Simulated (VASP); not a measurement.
A run of VASP 6.6.1 is set up as follows.

Contents of POSCAR:

```
SiGe
1.0
    3.8653338675      0.0000000000      0.0000000000
   -1.9326669337      3.3474773233      0.0000000000
    0.0000000000      0.0000000000      6.4924017436
Si Ge
2 2
Direct
    0.6666666667      0.3333333333      0.8744661519
    0.3333333333      0.6666666667      0.3744661519
    0.6666666667      0.3333333333      0.5005328481
    0.3333333333      0.6666666667      0.0005328481
```

File INCAR.step1:

```
SYSTEM = SiGe
ALGO     = Normal         ! electronic algorithm
EDIFF    = 1E-4           ! SCF threshold, eV
ENCUT    = 520            ! plane-wave cutoff, eV
GGA      = PE             ! functional
ISMEAR   = 0              ! smearing method
LASPH    = .TRUE.         ! aspherical terms in the spheres
LCHARG   = .FALSE.        ! write CHGCAR
LREAL    = .FALSE.        ! projectors in reciprocal space
LWAVE    = .TRUE.         ! write WAVECAR
NBANDS   = 26             ! bands
NELM     = 100            ! most SCF steps
PREC     = Accurate       ! precision mode
SIGMA    = 0.02           ! smearing width, eV
```

The input INCAR.step2:

```
SYSTEM = SiGe
ALGO     = Normal         ! electronic algorithm
EDIFF    = 1E-6           ! SCF threshold, eV
ENCUT    = 520            ! plane-wave cutoff, eV
ISIF     = 2              ! what is computed and relaxed
ISMEAR   = 0              ! smearing method
ISTART   = 1            
LASPH    = .TRUE.         ! aspherical terms in the spheres
LCHARG   = .TRUE.         ! write CHGCAR
LELF     = .TRUE.         ! ELF
LMIXTAU  = .TRUE.       
LREAL    = .FALSE.        ! projectors in reciprocal space
LVHAR    = .TRUE.       
LWAVE    = .FALSE.        ! write WAVECAR
METAGGA  = R2SCAN         ! meta-GGA
NBANDS   = 26             ! bands
NELM     = 100            ! most SCF steps
PREC     = Accurate       ! precision mode
SIGMA    = 0.02           ! smearing width, eV
```

KPOINTS

```
k-points
0
G
  12 12 4
  0 0 0
```

Potentials or basis: VASP PAW PBE potentials, release 64 (Si, Ge_d).

Run with:

```bash
$ cat potpaw_PBE.64/Si/POTCAR potpaw_PBE.64/Ge_d/POTCAR > POTCAR
$ cp INCAR.step1 INCAR
$ mpirun -np 1 vasp_std > vasp.out
$ cp INCAR.step2 INCAR
$ mpirun -np 1 vasp_std > vasp.out
```

(1) Estimate the largest force.

(2) Estimate the band gap on the k mesh.

## Answers

(1) 0.164 eV/Å.

(2) 0.71 eV (least direct gap 1.00 eV).

Caveat: the cell differs from its parent crystal (biaxial strain in the a-b plane: -1.0 %); the PAW data sets were made with another functional, which shifts forces and pressure a little.
